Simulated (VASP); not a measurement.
# GaP (F-43m) in VASP: dielectric tensor with PBEsol

Aim: the dielectric tensor of GaP with PBEsol.

All numbers are computed with VASP 6.6.1; they aren't measurements. Logs are shortened: lines on timing, memory, paths and dates and some standing lists are left out, and cuts for length are marked.

### Step 1. The cell of the first run

Symmetry: F-43m, No. 216, cubic system. The conventional cell has a = 5.451 Å, b = 5.451 Å, c = 5.451 Å, α = 90.00°, β = 90.00°, γ = 90.00°. Ga (site symmetry -43m) has 4 P at 2.36 Å within 3.1 Å. Within 3.1 Å of P (site symmetry -43m) lie 4 Ga at 2.36 Å.

### Step 2. Dielectric tensor, PBEsol

INCAR reads:

```
ALGO = Normal ; EDIFF = 1E-8
ENCUT = 400 ; GGA = PS
GGA_COMPAT = False ; ISIF = 2
ISMEAR = 0 ; LASPH = True
LCHARG = False ; LEPSILON = True
LREAL = False ; LWAVE = False
NELM = 120 ; PREC = Accurate
SIGMA = 0.01
```

KPOINTS reads:

```
k-points
0
Gamma
  6 6 6
```

POSCAR reads:

```
GaP
1.0
    0.0000000000      2.7252500000      2.7252500000
    2.7252500000      0.0000000000      2.7252500000
    2.7252500000      2.7252500000      0.0000000000
Ga P
1 1
Direct
    0.0000000000      0.0000000000      0.0000000000
    0.7500000000      0.7500000000      0.7500000000
```

Potentials or basis: VASP PAW PBE potentials, release 64 (Ga_d, P).

Launch:

```
cat potpaw_PBE.64/Ga_d/POTCAR potpaw_PBE.64/P/POTCAR > POTCAR
mpirun -np 1 vasp_std > vasp.out
```

OUTCAR:

```text
EDIFF = 1E-8
   ENCUT = 400
   GGA = PS
   ISIF = 2
   ISMEAR = 0
   LASPH = True
   LEPSILON = True
   LREAL = False
   NELM = 120
   PREC = Accurate

 ion  position               nearest neighbor table
   1  0.000  0.000  0.000-   2 2.36   2 2.36   2 2.36   2 2.36
   2  0.750  0.750  0.750-   1 2.36   1 2.36   1 2.36   1 2.36

  LATTYP: Found a face centered cubic cell.
 ALAT       =     5.4505000000

  Lattice vectors:

 A1 = (   0.0000000000,   2.7252500000,   2.7252500000)
 A2 = (   2.7252500000,   0.0000000000,   2.7252500000)
 A3 = (   2.7252500000,   2.7252500000,   0.0000000000)

Analysis of symmetry for initial positions (statically):
=====================================================================
 Subroutine PRICEL returns:
 Original cell was already a primitive cell.

 Routine SETGRP: Setting up the symmetry group for a
 face centered cubic supercell.

 Subroutine GETGRP returns: Found 24 space group operations
 (whereof 24 operations were pure point group operations)
 out of a pool of 48 trial point group operations.

The static configuration has the point symmetry T_d .

Analysis of symmetry for dynamics (positions and initial velocities):
=====================================================================
 Subroutine PRICEL returns:
 Original cell was already a primitive cell.

 Routine SETGRP: Setting up the symmetry group for a
 face centered cubic supercell.

 Subroutine GETGRP returns: Found 24 space group operations
 (whereof 24 operations were pure point group operations)
 out of a pool of 48 trial point group operations.

The dynamic configuration has the point symmetry T_d .

 Subroutine INISYM returns: Found 24 space group operations
 (whereof 24 operations are pure point group operations),
 and found     1 'primitive' translations

----------------------------------------------------------------------------------------

                                     Primitive cell

  volume of cell :      40.4808

  direct lattice vectors                    reciprocal lattice vectors
     0.000000000  2.725250000  2.725250000    -0.183469406  0.183469406  0.183469406
     2.725250000  0.000000000  2.725250000     0.183469406 -0.183469406  0.183469406
     2.725250000  2.725250000  0.000000000     0.183469406  0.183469406 -0.183469406

  length of vectors
     3.854085511  3.854085511  3.854085511     0.317778334  0.317778334  0.317778334

  position of ions in fractional coordinates (direct lattice)
     0.000000000  0.000000000  0.000000000
     0.750000000  0.750000000  0.750000000

  ion indices of the primitive-cell ions
   primitive index   ion index
                 1           1
                 2           2

----------------------------------------------------------------------------------------

 KPOINTS: k-points

Automatic generation of k-mesh.
 Grid dimensions read from file:
 generate k-points for:    6    6    6

 Generating k-lattice:

  Cartesian coordinates                     Fractional coordinates (reciprocal lattice)
    -0.030578234  0.030578234  0.030578234     0.166666667  0.000000000  0.000000000
     0.030578234 -0.030578234  0.030578234     0.000000000  0.166666667  0.000000000
     0.030578234  0.030578234 -0.030578234     0.000000000  0.000000000  0.166666667

  Length of vectors
     0.052963056  0.052963056  0.052963056

  Shift w.r.t. Gamma in fractional coordinates (k-lattice)
     0.000000000  0.000000000  0.000000000

 Subroutine IBZKPT returns following result:
 ===========================================

 Found     16 irreducible k-points:

 Following reciprocal coordinates:
            Coordinates               Weight
  0.000000  0.000000  0.000000      1.000000
  0.166667  0.000000  0.000000      8.000000
[... 65 lines left out ...]
  energy-cutoff  :      400.00
  volume of cell :       40.48
 maximum number of plane-waves:       754
 NGX is ok and might be reduce to    28
   NGX = 13   NGY = 13   NGZ = 13

--------------------------------------- Ionic step        1  -------------------------------------------

 number of electron      18.0000016 magnetization

 E-fermi :   4.6652     XC(G=0): -10.0187

 val. band max:        4.5753440139   @ k =   0.0000   0.0000   0.0000
 cond. band min:       6.0875140503   @ k =   0.5000   0.5000   0.0000
 fundamental gap:      1.5121700364
 Fermi energy:         4.6651729491

 k-point     1 :       0.0000    0.0000    0.0000
  band No.  band energies     occupation
      1      -9.9714      2.00000
      2      -9.9714      2.00000
      3      -9.9714      2.00000
      4      -9.8708      2.00000
      5      -9.8708      2.00000
      6      -7.9503      2.00000
      7       4.5753      2.00000
      8       4.5753      2.00000
      9       4.5753      2.00000
     10       6.3235      0.00000
     11       8.3970      0.00000
     12       8.3970      0.00000
     13       8.3970      0.00000
[... 226 lines left out ...]
  band No.  band energies     occupation
      1     -10.0755      2.00000
      2      -9.9255      2.00000
      3      -9.9109      2.00000
      4      -9.8921      2.00000
      5      -9.8578      2.00000
      6      -4.8750      2.00000
      7      -2.0852      2.00000
      8       1.1483      2.00000
      9       1.2576      2.00000
     10       7.9423      0.00000
     11       8.1469      0.00000
     12      12.0600      0.00000
     13      12.0774      0.00000

  FORCE on cell =-STRESS in cart. coord.  units (eV):
  Direction    XX          YY          ZZ          XY          YZ          ZX
  --------------------------------------------------------------------------------------
  -------------------------------------------------------------------------------------
  Total       -0.1998569     -0.1998569     -0.1998569     -0.0000000      0.0000000      0.0000000
  in kB       -7.9100779     -7.9100779     -7.9100779     -0.0000000      0.0000000      0.0000000
  external PRESSURE =      -7.9100779 kB  Pullay stress =       0.0000000 kB

 VOLUME and BASIS-vectors are now :
 -----------------------------------------------------------------------------
  energy-cutoff  :      400.00
  volume of cell :       40.48
      direct lattice vectors                 reciprocal lattice vectors
     0.000000000  2.725250000  2.725250000    -0.183469406  0.183469406  0.183469406
     2.725250000  0.000000000  2.725250000     0.183469406 -0.183469406  0.183469406
     2.725250000  2.725250000  0.000000000     0.183469406  0.183469406 -0.183469406

 POSITION                                       TOTAL-FORCE (eV/Angst)
 -----------------------------------------------------------------------------------
      0.00000      0.00000      0.00000        -0.000000     -0.000000     -0.000000
      4.08788      4.08788      4.08788         0.000000      0.000000      0.000000
 -----------------------------------------------------------------------------------
    total drift:                               -0.000001     -0.000001     -0.000001

  FREE ENERGIE OF THE ION-ELECTRON SYSTEM (eV)
  ---------------------------------------------------
  free  energy   TOTEN  =        -9.9046226582 eV

  energy  without entropy=       -9.9046226582  energy(sigma->0) =       -9.90462266

 HEAD OF MICROSCOPIC STATIC DIELECTRIC TENSOR (INDEPENDENT PARTICLE, excluding Hartree and local field effects)
 ------------------------------------------------------
          14.140662    -0.000000     0.000000
           0.000000    14.140662     0.000000
          -0.000000     0.000000    14.140662
 ------------------------------------------------------

 Free energy of the ion-electron system (eV)
  ---------------------------------------------------
  ---------------------------------------------------
  free energy    TOTEN  =        -1.48975671 eV

  energy without entropy =       -1.48975671

------------------------ aborting loop because EDIFF is reached ----------------------------------------

--------------------------------------- Ionic step        2  -------------------------------------------

------------------------ aborting loop because EDIFF is reached ----------------------------------------

--------------------------------------- Ionic step        3  -------------------------------------------

 Free energy of the ion-electron system (eV)
  ---------------------------------------------------
  ---------------------------------------------------
  free energy    TOTEN  =        -1.48975718 eV

  energy without entropy =       -1.48975718

------------------------ aborting loop because EDIFF is reached ----------------------------------------

 PIEZOELECTRIC TENSOR FIELD DIRECTION 3  (e Angst)
 -----------------------------------------------------------------------------
     0.00001  2.18331  0.00000           (  0.00000  0.03544  0.00000)
     2.18331  0.00001  0.00000           (  0.03544  0.00000  0.00000)
     0.00000  0.00000 -0.00126           (  0.00000  0.00000 -0.00000)

 PIEZOELECTRIC TENSOR FIELD DIRECTION 3  (C/m^2)
 -----------------------------------------------------------------------------
     0.00000  0.86413  0.00000
     0.86413  0.00000  0.00000
     0.00000  0.00000 -0.00050

 MACROSCOPIC STATIC DIELECTRIC TENSOR (including local field effects in DFT)
 ------------------------------------------------------
          13.513071    -0.000000    -0.000000
          -0.000000    13.513071     0.000000
          -0.000000    -0.000000    13.513071
 ------------------------------------------------------

 PIEZOELECTRIC TENSOR (including local field effects)  for field in x, y, z        (e  Angst)
          XX          YY          ZZ          XY          YZ          ZX
  --------------------------------------------------------------------------------
  x    -0.00000     0.00000    -0.00000     0.00000     2.19553     0.00000
  y     0.00000     0.00000     0.00000     0.00000     0.00000     2.19553
  z    -0.00000    -0.00000    -0.00000     2.19553     0.00000     0.00000

 PIEZOELECTRIC TENSOR (including local field effects)  for field in x, y, z        (C/m^2)
          XX          YY          ZZ          XY          YZ          ZX
  --------------------------------------------------------------------------------
  x    -0.00000     0.00000    -0.00000     0.00000     0.86896     0.00000
  y     0.00000     0.00000     0.00000     0.00000     0.00000     0.86896
  z    -0.00000    -0.00000    -0.00000     0.86896     0.00000     0.00000

 BORN EFFECTIVE CHARGES (including local field effects) (in |e|, cummulative output)
 ---------------------------------------------------------------------------------
 ion    1
    1     2.35078     0.00000    -0.00000
    2     0.00000     2.35078    -0.00000
    3     0.00000     0.00000     2.35078
 ion    2
    1    -2.35078    -0.00000     0.00000
    2    -0.00000    -2.35078     0.00000
    3    -0.00000    -0.00000    -2.35078
```

Wall time 2.8 min (1 thread of Intel Xeon 6975P-C (Granite Rapids), shared host); peak memory 0.19 GiB.

Results:

* Band gap on the k mesh: 1.51 eV (least direct gap 1.75 eV)
* Electronic dielectric tensor (diagonal): 13.51
* Born charges (mean of the diagonal): Ga +2.35; P -2.35 e

Levels at points of the mesh, in eV from the valence-band top:
| k point | band 6 | band 7 | band 8 | band 9 | band 10 | band 11 | band 12 | band 13 |
| --- | --- | --- | --- | --- | --- | --- | --- | --- |
| (0.00, 0.00, 0.00) | -12.53 | 0.00 | 0.00 | 0.00 | 1.75 | 3.82 | 3.82 | 3.82 |
| (0.50, 0.00, 0.00) | -10.43 | -6.70 | -1.13 | -1.13 | 1.58 | 4.65 | 4.65 | 8.09 |
| (0.50, 0.50, 0.00) | -9.52 | -6.81 | -2.72 | -2.72 | 1.51 | 1.71 | 10.55 | 10.55 |

Electronic dielectric tensor:
```
13.51  0.00  0.00
 0.00 13.51  0.00
 0.00  0.00 13.51
```

Born effective charge tensors (e):
atom 1, Ga
```
2.35 0.00 0.00
0.00 2.35 0.00
0.00 0.00 2.35
```
atom 2, P
```
-2.35  0.00  0.00
 0.00 -2.35  0.00
 0.00  0.00 -2.35
```

Caveat: the PAW data sets were made with another functional, which shifts forces and pressure a little.
